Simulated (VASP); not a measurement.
Wanted: the native input for a VASP 6.6.1 run.

| Property | Result |
| --- | --- |
| Task | relaxation of cell and atoms |
| Functional | PBE |
| Potentials or basis | VASP PAW PBE potentials, release 64 (Nb_sv) |
| Cutoff | 500 eV |
| k mesh | 10 × 10 × 10 |
| Occupations | methfessel-paxton, width 0.1 eV |
| Spin | no spin polarisation |
| Target pressure | 15 GPa |
| Dipole correction | no |
| Further INCAR settings | ALGO = Normal; EDIFF = 1e-07; IBRION = 2; EDIFFG = -0.03; NSW = 50; ISIF = 3 |

The structure of Nb lies in POSCAR:

```
Nb
1.0
    0.0000000000      2.0950000000      2.0950000000
    2.0950000000      0.0000000000      2.0950000000
    2.0950000000      2.0950000000      0.0000000000
Nb
1
Direct
    0.0000000000      0.0000000000      0.0000000000
```

This isn't the form of Nb at room conditions, which is bcc.

These files were run (other wordings do the same):

INCAR

```
PREC = Accurate
ENCUT = 500
EDIFF = 1E-7
ISMEAR = 1
SIGMA = 0.1
LREAL = F
LASPH = T
NELM = 120
ALGO = Normal
ISIF = 3
LWAVE = F
LCHARG = F
GGA = PE
IBRION = 2
NSW = 50
EDIFFG = -0.03
PSTRESS = 150.0
GGA_COMPAT = F
NELMIN = 4
```

KPOINTS

```
regular mesh
0
Gamma
  10 10 10
```

Potentials or basis: VASP PAW PBE potentials, release 64 (Nb_sv).

The run is started by

```console
$ cat potpaw_PBE.64/Nb_sv/POTCAR > POTCAR
$ mpirun -np 1 vasp_std > vasp.out
```

It gave:

- Relaxed volume: 17.33 Å³/atom
- Relaxed cell: a = 2.905 Å, b = 2.905 Å, c = 2.905 Å, α = 60.00°, β = 60.00°, γ = 60.00°
- Space group after relaxing (to 0.1 Å): Fm-3m (No. 225)
- Energy change on relaxing (the run minimises the enthalpy): +57.3 meV/atom
- Ionic steps: 4
- Pressure after relaxing: 14.9 GPa
- Band gap on the k mesh: zero (an odd number of electrons rules out a gap without spin polarisation)

Caveat: the cell is relaxed towards a set pressure, so the run minimises the enthalpy, not the energy.

Run time: 19 s on 1 thread of Intel(R) Xeon(R) Platinum 8488C (Sapphire Rapids), on a shared host, peak memory 0.15 GiB.
